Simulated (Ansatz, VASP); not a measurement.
# Br: VASP beside Ansatz

Contents of POSCAR:

```
Br
1.0
    3.2801110000      2.3485980000      0.0000000000
    3.2801110000     -2.3485980000      0.0000000000
    0.0000000000      0.0000000000     -8.6209960000
Br
4
Direct
    0.1219000000      0.8781000000      0.8985000000
    0.3781000000      0.6219000000      0.3985000000
    0.8781000000      0.1219000000      0.1015000000
    0.6219000000      0.3781000000      0.6015000000
```

INCAR.step1

```
  PREC = Accurate
  ENCUT = 520
  ISMEAR = -1
  SIGMA = 0.1
  LREAL = F
  LASPH = T
  NELM = 100
  NBANDS = 22
  GGA = PE
  ALGO = Normal
  EDIFF = 1E-4
  LWAVE = T
  LCHARG = F
```

The input INCAR.step2:

```
  PREC = Accurate
  ENCUT = 520
  EDIFF = 1E-7
  ISMEAR = -1
  SIGMA = 0.1
  LREAL = F
  LASPH = T
  NELM = 100
  ALGO = Normal
  ISIF = 2
  LWAVE = F
  LCHARG = T
  METAGGA = R2SCAN
  LMIXTAU = T
  LELF = T
  LVHAR = T
  NBANDS = 22
  ISTART = 1
```

Contents of KPOINTS:

```
regular mesh
0
Gamma
  7 7 3
```

Input for Ansatz:

```yaml
crystal:
  lattice:
    - [3.280111, 2.348598, 0.0]
    - [3.280111, -2.348598, 0.0]
    - [0.0, 0.0, -8.620996]
  atoms:
    - { symbol: Br, position: [0.1219, 0.8781, 0.8985] }
    - { symbol: Br, position: [0.3781, 0.6219, 0.3985] }
    - { symbol: Br, position: [0.8781, 0.1219, 0.1015] }
    - { symbol: Br, position: [0.6219, 0.3781, 0.6015] }
  symmetry: { tolerance: 0.0003 }
kpoints:
  mp_grid: { grid: [7, 7, 3], shift: [0, 0, 0] }
  band_path:
    path:
      - [0.0, 0.0, 0.0]
      - [0.5, 0.5, 0.0]
      - [0.6218318, 0.3781682, 0.0]
      - [0.3781682, -0.3781682, 0.0]
      - [0.0, 0.0, 0.0]
      - [0.0, 0.0, -0.5]
      - [0.3781682, -0.3781682, -0.5]
      - [0.6218318, 0.3781682, -0.5]
      - [0.5, 0.5, -0.5]
      - [0.5, 0.5, 0.0]
      - [0.0, 0.0, 0.0]
    npoints: 6
magnetization:
  spin_polarized: false
scf:
  occupations: { method: fermi_dirac }
  lower_state_search: "off"
  max_iter: 200
hamiltonian:
  pseudopotentials: { kind: paw }
  xc: r2scan
basis:
  ecutwfc: 500
  fft_grid_basis: typed
output:
  forces: true
  stress: true
  eigenvalues: true
  bader: true
  populations: true
  elf: true
  write_potential: true
  volumetric_format: npy
  dos:
    e_range: [-12, 8]
    de: 0.05
    projected: { site_lists: { Br: [Br] } }
checkpoint:
  read: saved_state
```

Alike in both runs: task single point; functional r2SCAN; k mesh 7 × 7 × 3; no spin polarisation.

|  | VASP | Ansatz |
| --- | --- | --- |
| version | VASP 6.6.1 | Ansatz 0.2.0 |
| potentials or method | VASP PAW PBE potentials, release 64 (Br), cutoff 520 eV | PAW plane waves |
| occupations | fermi-dirac, width 0.1 eV | fermi-dirac |
| valence electrons in the cell | 28 | 28 |

```csv
,VASP,Ansatz,Ansatz less VASP
pressure (GPa),8.5,8.6,+0.01
"traceless stress, the component that is largest in VASP (GPa)",9.28,9.28,-0.003
rms of the force components (eV/Å),2.899,2.898,-0.0019
```

VASP's potentials were made for PBE, not for r2SCAN. Atom by atom the forces differ by 0.002 eV/Å (rms over components).
